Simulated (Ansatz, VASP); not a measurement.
# One calculation of BaTiO3, two programs

The input INCAR:

```
PREC = Accurate ; ENCUT = 520
EDIFF = 1E-6 ; ISMEAR = 0
SIGMA = 0.05 ; LREAL = False
LASPH = True ; NELM = 80
ALGO = Normal ; ISIF = 2
LWAVE = False ; LCHARG = False
GGA = PE ; NBANDS = 51
```

KPOINTS

```
Automatic mesh
0
Gamma
  8 6 6
```

POSCAR

```
BaTiO3
1.0
   -3.9853536613      0.0000000000      0.0000000000
    0.0000000000      3.9853536613      4.2018072460
    0.0000000000      3.9853536613     -4.2018072460
Ba Ti O
2 2 6
Direct
    0.0000000000      0.9927788000      0.0072212000
    0.0000000000      0.4935399692      0.5064600308
    0.5000000000      0.4881636488      0.0190829800
    0.5000000000      0.9809170200      0.5118363512
    0.5000000000      0.2727940447      0.2349442701
    0.5000000000      0.7650557299      0.7272059553
    0.5000000000      0.2629668507      0.7370331493
    0.5000000000      0.7544085429      0.2455914571
    1.0000000000      0.5039829700      0.9866075764
    1.0000000000      0.0133924236      0.4960170300
```

Input for Ansatz:

```yaml
crystal:
  lattice:
    - [-3.9853536613, 0.0, 0.0]
    - [0.0, 3.9853536613, 4.201807246]
    - [0.0, 3.9853536613, -4.201807246]
  atoms:
    - { symbol: Ba, position: [0.0, 0.9927788, 0.0072212] }
    - { symbol: Ba, position: [0.0, 0.4935399692, 0.5064600308] }
    - { symbol: Ti, position: [0.5, 0.4881636488, 0.01908298] }
    - { symbol: Ti, position: [0.5, 0.98091702, 0.5118363512] }
    - { symbol: O, position: [0.5, 0.2727940447, 0.2349442701] }
    - { symbol: O, position: [0.5, 0.7650557299, 0.7272059553] }
    - { symbol: O, position: [0.5, 0.2629668507, 0.7370331493] }
    - { symbol: O, position: [0.5, 0.7544085429, 0.2455914571] }
    - { symbol: O, position: [1.0, 0.50398297, 0.9866075764] }
    - { symbol: O, position: [1.0, 0.0133924236, 0.49601703] }
basis:
  ecutwfc: 420
kpoints:
  mp_grid: { grid: [8, 6, 6] }
hamiltonian:
  xc: pbe
scf:
  occupations: { method: gaussian, width: 0.05 }
output:
  forces: true
  stress: true
  eigenvalues: true
```

Change from the starting cell: mode 24 (427.7 1/cm) frozen in, largest displacement +0.037 Å.

Alike in both runs: task single point; functional PBE; k mesh 8 × 6 × 6; occupations gaussian, width 0.05 eV; no spin polarisation.

|  | VASP | Ansatz |
| --- | --- | --- |
| version | VASP 6.6.1 | Ansatz 0.2.0 |
| potentials or method | VASP PAW PBE potentials, release 64 (Ba_sv, Ti_sv, O), cutoff 520 eV | scalar-relativistic, plane waves, PAW |
| valence electrons in the cell | 80 | 80 |

VASP gave:

```
gap on the k mesh at the Fermi level (eV)                     : 1.77
least direct gap on the mesh (eV)                             : 2.28
pressure (GPa)                                                : 1.7
traceless stress, the component that is largest in VASP (GPa) : 0.13
rms of the force components (eV/Å)                            : 0.308
```

Question: What did Ansatz give for the same quantities?

Answer: gap on the k mesh at the Fermi level (eV): 1.82; least direct gap on the mesh (eV): 2.30; pressure (GPa): 0.1; traceless stress, the component that is largest in VASP (GPa): 0.15; rms of the force components (eV/Å): 0.303.

Atom by atom the forces differ by 0.034 eV/Å (rms over components).

Neither program's run includes spin-orbit coupling.
